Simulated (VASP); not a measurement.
# SiC (P6_3mc) in VASP: notebook, part 2 of 3

VASP 6.6.1.

**3. Electric field gradients, PBE (10.65 Å³/atom)**

This run uses another cell than the first one, of 10.65 Å³/atom.

Input file INCAR:

```
PREC = Accurate
ENCUT = 520
EDIFF = 1E-8
ISMEAR = -1
SIGMA = 0.02
LREAL = Auto
LASPH = T
NELM = 60
ALGO = Normal
ISIF = 2
LWAVE = F
LCHARG = F
GGA = PE
LEFG = T
NBANDS = 46
```

Input file KPOINTS:

```
Automatic mesh
0
Gamma
  10 10 2
```

Input file POSCAR:

```
SiC
1.0
    3.1094871313      0.0000000000      0.0000000000
   -1.5547435656      2.6928948484      0.0000000000
    0.0000000000      0.0000000000     20.3454783196
Si C
8 8
Direct
    0.3333333333      0.6666666667      0.2501057633
    0.6666666667      0.3333333333      0.7501057633
    0.3333333333      0.6666666667      0.6250022525
    0.6666666667      0.3333333333      0.1250022525
    0.0000000000      0.0000000000      0.0000978166
    0.0000000000      0.0000000000      0.5000978166
    0.3333333333      0.6666666667      0.8751755900
    0.6666666667      0.3333333333      0.3751755900
    0.3333333333      0.6666666667      0.9689114651
    0.6666666667      0.3333333333      0.4689114651
    0.0000000000      0.0000000000      0.0938682979
    0.0000000000      0.0000000000      0.5938682979
    0.3333333333      0.6666666667      0.3441204749
    0.6666666667      0.3333333333      0.8441204749
    0.3333333333      0.6666666667      0.7187183397
    0.6666666667      0.3333333333      0.2187183397
```

Potentials or basis: VASP PAW PBE potentials, release 64 (Si, C).

Command:

```bash
$ cat potpaw_PBE.64/Si/POTCAR potpaw_PBE.64/C/POTCAR > POTCAR
$ mpirun -np 1 vasp_std > vasp.out
```

OUTCAR:

```text
PREC = Accurate
   ENCUT = 520
   EDIFF = 1E-8
   ISMEAR = -1
   LREAL = Auto
   LASPH = T
   NELM = 60
   ISIF = 2
   GGA = PE

 ion  position               nearest neighbor table
   1  0.333  0.667  0.250-  16 1.91  16 1.91  16 1.91  13 1.91   8 3.11   8 3.11   8 3.11   4 3.11
                             4 3.11   4 3.11
   2  0.667  0.333  0.750-  15 1.91  15 1.91  15 1.91  14 1.91   7 3.11   7 3.11   7 3.11   3 3.11
                             3 3.11   3 3.11
   3  0.333  0.667  0.625-  12 1.90  12 1.90  12 1.90  15 1.91   6 3.11   6 3.11   6 3.11   2 3.11
                             2 3.11   2 3.11
   4  0.667  0.333  0.125-  11 1.90  11 1.90  11 1.90  16 1.91   5 3.11   5 3.11   5 3.11   1 3.11
                             1 3.11   1 3.11
   5  0.000  0.000  0.000-   9 1.90   9 1.90   9 1.90  11 1.91   4 3.11   4 3.11   4 3.11   7 3.11
                             7 3.11   7 3.11
   6  0.000  0.000  0.500-  10 1.90  10 1.90  10 1.90  12 1.91   3 3.11   3 3.11   3 3.11   8 3.11
                             8 3.11   8 3.11
   7  0.333  0.667  0.875-  14 1.90  14 1.90  14 1.90   9 1.91   5 3.11   5 3.11   5 3.11   2 3.11
                             2 3.11   2 3.11
   8  0.667  0.333  0.375-  13 1.90  13 1.90  13 1.90  10 1.91   6 3.11   6 3.11   6 3.11   1 3.11
                             1 3.11   1 3.11
   9  0.333  0.667  0.969-   5 1.90   5 1.90   5 1.90   7 1.91
  10  0.667  0.333  0.469-   6 1.90   6 1.90   6 1.90   8 1.91
  11  0.000  0.000  0.094-   4 1.90   4 1.90   4 1.90   5 1.91
  12  0.000  0.000  0.594-   3 1.90   3 1.90   3 1.90   6 1.91
  13  0.333  0.667  0.344-   8 1.90   8 1.90   8 1.90   1 1.91
  14  0.667  0.333  0.844-   7 1.90   7 1.90   7 1.90   2 1.91
  15  0.333  0.667  0.719-   2 1.91   2 1.91   2 1.91   3 1.91
  16  0.667  0.333  0.219-   1 1.91   1 1.91   1 1.91   4 1.91

  LATTYP: Found a hexagonal cell.
 ALAT       =     3.1094871313
 C/A-ratio  =     6.5430334523

  Lattice vectors:

 A1 = (   3.1094871313,   0.0000000000,   0.0000000000)
 A2 = (  -1.5547435656,   2.6928948484,   0.0000000000)
 A3 = (   0.0000000000,   0.0000000000,  20.3454783196)

Analysis of symmetry for initial positions (statically):
=====================================================================
 Subroutine PRICEL returns:
 Original cell was already a primitive cell.

 Routine SETGRP: Setting up the symmetry group for a
 hexagonal supercell.

 Subroutine GETGRP returns: Found 12 space group operations
 (whereof  6 operations were pure point group operations)
 out of a pool of 24 trial point group operations.

The static configuration has the point symmetry C_3v.
 The point group associated with its full space group is C_6v.

Analysis of symmetry for dynamics (positions and initial velocities):
=====================================================================
 Subroutine PRICEL returns:
 Original cell was already a primitive cell.

 Routine SETGRP: Setting up the symmetry group for a
 hexagonal supercell.

 Subroutine GETGRP returns: Found 12 space group operations
 (whereof  6 operations were pure point group operations)
 out of a pool of 24 trial point group operations.

The dynamic configuration has the point symmetry C_3v.
 The point group associated with its full space group is C_6v.

[... 165 lines left out ...]

 Free energy of the ion-electron system (eV)
  ---------------------------------------------------
  ext. energy  EPLUGINS =         0.00000000
  ---------------------------------------------------
  free energy    TOTEN  =      -120.48200324 eV

  energy without entropy =     -120.48200324  energy(sigma->0) =     -120.48200324

 E-fermi :   8.2392     XC(G=0): -11.2298

 val. band max:        7.8229324922   @ k =   0.0000   0.0000   0.0000
 cond. band min:       9.6036529758   @ k =   0.5000   0.0000   0.0000
 fundamental gap:      1.7807204836
 Fermi energy:         8.2392292238

 k-point     1 :       0.0000    0.0000    0.0000
  band No.  band energies     occupation
      1      -7.3978      2.00000
      2      -7.1181      2.00000
      3      -7.0818      2.00000
      4      -6.2389      2.00000
      5      -6.2226      2.00000
      6      -4.9293      2.00000
[... 1117 lines left out ...]
     43      14.2421      0.00000
     44      14.2421      0.00000

 [... further k-points ...]

 [bands above 44 left out]

------------------------ aborting loop because EDIFF is reached ----------------------------------------

  FORCE on cell =-STRESS in cart. coord.  units (eV):
  Direction    XX          YY          ZZ          XY          YZ          ZX
  --------------------------------------------------------------------------------------
  -------------------------------------------------------------------------------------
  Total       -3.1512246     -3.1512246     -3.3029751     -0.0000000      0.0000000     -0.0000000
  in kB      -29.6356102    -29.6356102    -31.0627443     -0.0000000      0.0000000     -0.0000000
  external PRESSURE =     -30.1113215 kB  Pullay stress =       0.0000000 kB

 VOLUME and BASIS-vectors are now :
 -----------------------------------------------------------------------------
  energy-cutoff  :      520.00
  volume of cell :      170.36
      direct lattice vectors                 reciprocal lattice vectors
     3.109487131  0.000000000  0.000000000     0.321596443  0.185673793  0.000000000
    -1.554743566  2.692894848  0.000000000     0.000000000  0.371347586  0.000000000
     0.000000000  0.000000000 20.345478320     0.000000000  0.000000000  0.049150970

 POSITION                                       TOTAL-FORCE (eV/Angst)
 -----------------------------------------------------------------------------------
     -0.00000      1.79526      5.08852        -0.000000     -0.000000     -0.007201
      1.55474      0.89763     15.26126        -0.000000      0.000000     -0.007201
     -0.00000      1.79526     12.71597         0.000000      0.000000     -0.000666
      1.55474      0.89763      2.54323         0.000000     -0.000000     -0.000666
      0.00000      0.00000      0.00199        -0.000000     -0.000000     -0.001261
      0.00000      0.00000     10.17473        -0.000000     -0.000000     -0.001261
[... 8 lines left out ...]
     -0.00000      1.79526     14.62267         0.000000     -0.000000      0.002522
      1.55474      0.89763      4.44993        -0.000000      0.000000      0.002522
 -----------------------------------------------------------------------------------
    total drift:                                0.000000      0.000000      0.029134

  FREE ENERGIE OF THE ION-ELECTRON SYSTEM (eV)
  ---------------------------------------------------
  free  energy   TOTEN  =      -120.4820032432 eV

  energy  without entropy=     -120.4820032431  energy(sigma->0) =     -120.48200324

 Electric field gradients (V/A^2)
---------------------------------------------------------------------
 ion       V_xx      V_yy      V_zz      V_xy      V_xz      V_yz
---------------------------------------------------------------------
   1       0.374     0.374    -0.747    -0.000    -0.000     0.000
   2       0.374     0.374    -0.747    -0.000     0.000    -0.000
   3      -0.848    -0.848     1.695    -0.000     0.000    -0.000
   4      -0.848    -0.848     1.695    -0.000    -0.000     0.000
   5      -0.648    -0.648     1.297    -0.000    -0.000     0.000
   6      -0.648    -0.648     1.297    -0.000     0.000    -0.000
[... 8 lines left out ...]
  15      -0.264    -0.264     0.528    -0.000     0.000    -0.000
  16      -0.264    -0.264     0.528    -0.000    -0.000     0.000
---------------------------------------------------------------------

 Electric field gradients after diagonalization (V/A^2)
 (convention: |V_zz| > |V_xx| > |V_yy|)
----------------------------------------------------------------------
 ion       V_xx      V_yy      V_zz     asymmetry (V_yy - V_xx)/ V_zz
----------------------------------------------------------------------
   1       0.374     0.374    -0.747       0.000
   2       0.374     0.374    -0.747       0.000
   3      -0.848    -0.848     1.695       0.000
   4      -0.848    -0.848     1.695       0.000
   5      -0.649    -0.648     1.297       0.000
   6      -0.649    -0.648     1.297       0.000
[... 8 lines left out ...]
  15      -0.265    -0.264     0.528       0.001
  16      -0.265    -0.264     0.528       0.001
----------------------------------------------------------------------

           NMR quadrupolar parameters

 Cq : quadrupolar parameter    Cq=e*Q*V_zz/h
 eta: asymmetry parameters     (V_yy - V_xx)/ V_zz
 Q  : nuclear electric quadrupole moment in mb (millibarn)
----------------------------------------------------------------------
 ion       Cq(MHz)       eta       Q (mb)
----------------------------------------------------------------------
   1      -0.002       0.000       1.000
   2      -0.002       0.000       1.000
   3       0.004       0.000       1.000
   4       0.004       0.000       1.000
   5       0.003       0.000       1.000
   6       0.003       0.000       1.000
[... 8 lines left out ...]
  15       0.001       0.001       1.000
  16       0.001       0.001       1.000
----------------------------------------------------------------------
```

Wall time 10 min (1 thread of Intel Xeon 8259CL, shared host); peak memory 0.36 GiB.

What came out:

* Free energy: -120.4820 eV
* Pressure: -3.0 GPa
* Largest force: 0.007 eV/Å
* Band gap on the k mesh: 1.78 eV (least direct gap 2.86 eV)
* Largest electric field gradient by atom: Si -0.7, +1.7, +1.3, +2.2 (each value once); C +0.2, +2.1, +0.5 (each value once) V/Å²

Forces on the atoms (eV/Å):
```
Si   0.000  0.000 -0.007
Si   0.000  0.000 -0.007
Si   0.000  0.000 -0.001
Si   0.000  0.000 -0.001
Si   0.000  0.000 -0.001
Si   0.000  0.000 -0.001
Si   0.000  0.000  0.006
Si   0.000  0.000  0.006
C    0.000  0.000  0.004
C    0.000  0.000  0.004
C    0.000  0.000 -0.004
C    0.000  0.000 -0.004
C    0.000  0.000  0.001
C    0.000  0.000  0.001
C    0.000  0.000  0.003
C    0.000  0.000  0.003
```

Stress tensor (GPa, compression positive):
```
-2.96  0.00  0.00
 0.00 -2.96  0.00
 0.00  0.00 -3.11
```

Electric field gradients, principal values (V/Å²):
| atom | least | middle | greatest (by size) |
| --- | --- | --- | --- |
| 1 Si | 0.374 | 0.374 | -0.747 |
| 2 Si | 0.374 | 0.374 | -0.747 |
| 3 Si | -0.848 | -0.848 | 1.695 |
| 4 Si | -0.848 | -0.848 | 1.695 |
| 5 Si | -0.648 | -0.649 | 1.297 |
| 6 Si | -0.648 | -0.649 | 1.297 |
| 7 Si | -1.095 | -1.095 | 2.190 |
| 8 Si | -1.095 | -1.095 | 2.190 |
| 9 C | -0.102 | -0.103 | 0.206 |
| 10 C | -0.102 | -0.103 | 0.206 |
| 11 C | -0.095 | -0.096 | 0.191 |
| 12 C | -0.095 | -0.096 | 0.191 |
| 13 C | -1.055 | -1.056 | 2.111 |
| 14 C | -1.055 | -1.056 | 2.111 |
| 15 C | -0.264 | -0.265 | 0.528 |
| 16 C | -0.264 | -0.265 | 0.528 |

Caveat: the cell stands under tension; without QUAD_EFG the Cq values of the log hold for a quadrupole moment of 1 mb, not for the nuclei. A k mesh can miss the band edges.

(Part 2 of 3 ends here.)
